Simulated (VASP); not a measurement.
A run of VASP 6.6.1 is set up as follows.

The input INCAR:

```
SYSTEM = Ga2O3
PREC = Accurate
ENCUT = 520
EDIFF = 1E-6
ISMEAR = 0
SIGMA = 0.1
LREAL = .FALSE.
LASPH = .TRUE.
NELM = 100
ALGO = Normal
ISIF = 2
LWAVE = .FALSE.
LCHARG = .FALSE.
GGA = PE
NBANDS = 55
```

KPOINTS

```
Automatic mesh
0
G
  6 6 6
  0 0 0
```

File POSCAR:

```
Ga2O3
1.0
    2.4912495700      1.4383236100      4.4776701900
   -2.4912495700      1.4383236100      4.4776701900
    0.0000000000     -2.8766472200      4.4776701900
Ga O
4 6
Direct
    0.8554000000      0.8554000000      0.8554000000
    0.6446000000      0.6446000000      0.6446000000
    0.1446000000      0.1446000000      0.1446000000
    0.3554000000      0.3554000000      0.3554000000
    0.0548999900      0.4451000100      0.7500000000
    0.7500000000      0.0548999900      0.4451000100
    0.4451000100      0.7500000000      0.0548999900
    0.9451000100      0.5548999900      0.2500000000
    0.2500000000      0.9451000100      0.5548999900
    0.5548999900      0.2500000000      0.9451000100
```

Potentials or basis: VASP PAW PBE potentials, release 64 (Ga_d, O).

The run is started by

```bash
$ cat potpaw_PBE.64/Ga_d/POTCAR potpaw_PBE.64/O/POTCAR > POTCAR
$ mpirun -np 1 vasp_std > vasp.out
```

Q: What does it give for the band gap on the k mesh?

A: 2.86 eV (least direct gap 3.12 eV).

Q: Predict the pressure.

A: 10.8 GPa.

Q: Predict the largest force.

A: 0.134 eV/Å.

Stress tensor (GPa, compression positive):
```
11.27  0.00  0.00
 0.00 11.27  0.00
 0.00  0.00  9.97
```

Caveat: the cell stands under pressure. A k mesh can miss the band edges.
